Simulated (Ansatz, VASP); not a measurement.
## One calculation of LiF, two programs

INCAR

```
SYSTEM = LiF
PREC = Accurate ; ENCUT = 520
EDIFF = 1E-6 ; ISMEAR = 0
SIGMA = 0.05 ; LREAL = .False.
LASPH = .True. ; NELM = 60
ALGO = Normal ; ISIF = 2
LWAVE = .False. ; LCHARG = .False.
GGA = PE ; NBANDS = 18
```

The input KPOINTS:

```
regular mesh
0
Gamma
  9 9 6
  0 0 0
```

File POSCAR:

```
LiF
1.0
    2.9494245927      0.0000000000      0.0000000000
   -1.4747122963      2.5542766239      0.0000000000
    0.0000000000      0.0000000000      4.6251175930
Li F
2 2
Direct
    0.3333333333      0.6666666667      0.3810713234
    0.6666666667      0.3333333333      0.8810713234
    0.3333333333      0.6666666667      0.9939266766
    0.6666666667      0.3333333333      0.4939266766
```

Input for Ansatz:

```yaml
crystal:
  lattice:
    - [2.9494245927, 0.0, 0.0]
    - [-1.4747122963, 2.5542766239, 0.0]
    - [0.0, 0.0, 4.625117593]
  atoms:
    - { symbol: Li, position: [0.3333333333, 0.6666666667, 0.3810713234] }
    - { symbol: Li, position: [0.6666666667, 0.3333333333, 0.8810713234] }
    - { symbol: F, position: [0.3333333333, 0.6666666667, 0.9939266766] }
    - { symbol: F, position: [0.6666666667, 0.3333333333, 0.4939266766] }
basis:
  ecutwfc: 520.0
kpoints:
  mp_grid: { grid: [9, 9, 6] }
hamiltonian:
  xc: pbe
scf:
  occupations: { method: gaussian, width: 0.05 }
output:
  forces: true
  stress: true
  eigenvalues: true
  write_density: true
  write_potential: true
  elf: true
  volumetric_format: npy
```

Alike in both runs: task single point; functional PBE; k mesh 9 × 9 × 6; occupations gaussian, width 0.05 eV; no spin polarisation.

```csv
,VASP,Ansatz
version,VASP 6.6.1,Ansatz 0.2.0
potentials or method,"VASP PAW PBE potentials, release 64 (Li_sv, F), cutoff 520 eV","scalar-relativistic, plane waves, PAW"
valence electrons in the cell,20,20
```

VASP gave:

* gap on the k mesh at the Fermi level (eV): 8.55
* least direct gap on the mesh (eV): 8.55
* rms of the force components (eV/Å): 0.017

Task: Which values does Ansatz return?

Result: gap on the k mesh at the Fermi level (eV): 8.57; least direct gap on the mesh (eV): 8.57; rms of the force components (eV/Å): 0.017.

Atom by atom the forces differ by 0.000 eV/Å (rms over components).

Noted on VASP's run: the cutoff is short for stress, so the pressure is rough.
